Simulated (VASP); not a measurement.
A run of VASP 6.6.1:

The input INCAR:

```
PREC     = Accurate       # precision mode
ENCUT    = 520            # plane-wave cutoff, eV
EDIFF    = 1E-6           # SCF threshold, eV
ISMEAR   = 0              # smearing method
SIGMA    = 0.1            # smearing width, eV
LREAL    = F              # projectors in reciprocal space
LASPH    = T              # aspherical terms in the spheres
NELM     = 100            # most SCF steps
ALGO     = Normal         # electronic algorithm
ISIF     = 2              # what is computed and relaxed
LWAVE    = F              # write WAVECAR
LCHARG   = F              # write CHGCAR
GGA      = PE             # functional
NBANDS   = 26             # bands
```

Contents of KPOINTS:

```
regular mesh
0
Gamma
  6 6 4
```

File POSCAR:

```
CaH
1.0
    6.5146760520      0.0000000000      0.0000000000
   -3.2573380260      5.6418749585      0.0000000000
    0.0000000000      0.0000000000      3.3737164222
Ca H
3 3
Direct
    0.5000000000      0.0000000000      0.0000000000
    0.5000000000      0.5000000000      0.0000000000
    0.0000000000      0.5000000000      0.0000000000
    0.0000000000      0.0000000000      0.0000000000
    0.3333333333      0.6666666667      0.5000000000
    0.6666666667      0.3333333333      0.5000000000
```

Potentials or basis: VASP PAW PBE potentials, release 64 (Ca_sv, H).

Command:

```console
$ cat potpaw_PBE.64/Ca_sv/POTCAR potpaw_PBE.64/H/POTCAR > POTCAR
$ mpirun -np 1 vasp_std > vasp.out
```

Hardware: 1 thread of Intel(R) Xeon(R) 6975P-C (Granite Rapids), with other jobs on the host.

Task: How long does it take, and how much memory?

Result: Run time: 38 s on 1 thread of Intel(R) Xeon(R) 6975P-C (Granite Rapids) (shared host), peak memory 0.26 GiB. Counts: scf iterations 12, k points 21.
